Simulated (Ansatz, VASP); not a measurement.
**TiSi16 in VASP and in Ansatz**

```
Si Ti
1.0
     0.00000    5.43000    5.43000
     5.43000    0.00000    5.43000
     5.43000    5.43000    0.00000
Si Ti
16 1
Direct
  0.98137 0.01528 0.99968
  0.12018 0.13710 0.12243
  0.00007 0.00372 0.49644
  0.11640 0.13747 0.61928
  0.99991 0.51129 0.98928
  0.11669 0.63440 0.12255
  0.99769 0.51147 0.49656
  0.12423 0.63315 0.61880
  0.50380 0.01498 0.99945
  0.61793 0.13882 0.12477
  0.49895 0.01545 0.48697
  0.62721 0.13744 0.61905
  0.49923 0.50156 0.00035
  0.62681 0.63413 0.12252
  0.49465 0.51143 0.49649
  0.62393 0.63359 0.61882
  0.36977 0.88733 0.87299
```

Alike in both runs: functional PBEsol; k mesh 2 × 2 × 2; occupations gaussian, width 0.02 eV; no spin polarisation.

Ansatz relaxed the structure, and its values are those at the end. VASP's run is a single point on that final structure, the one shown.

|  | VASP | Ansatz |
| --- | --- | --- |
| version | VASP 6.6.1 | Ansatz 0.2.0 |
| potentials or method | VASP PAW PBE potentials, release 64 (Si, Ti_sv), cutoff 520 eV | scalar-relativistic, plane waves, PAW |
| valence electrons in the cell | 76 | 76 |

|  | VASP | Ansatz | Ansatz less VASP |
| --- | --- | --- | --- |
| rms of the force components (eV/Å) | 0.010 | 0.010 | -0.0004 |

VASP's potentials were made for PBE, not for PBEsol, and Ansatz warns of the same on its side. With one functional, cell and mesh, what is left measures potentials, basis and numerics.

The k mesh is coarse, so the values compare programs but aren't converged.
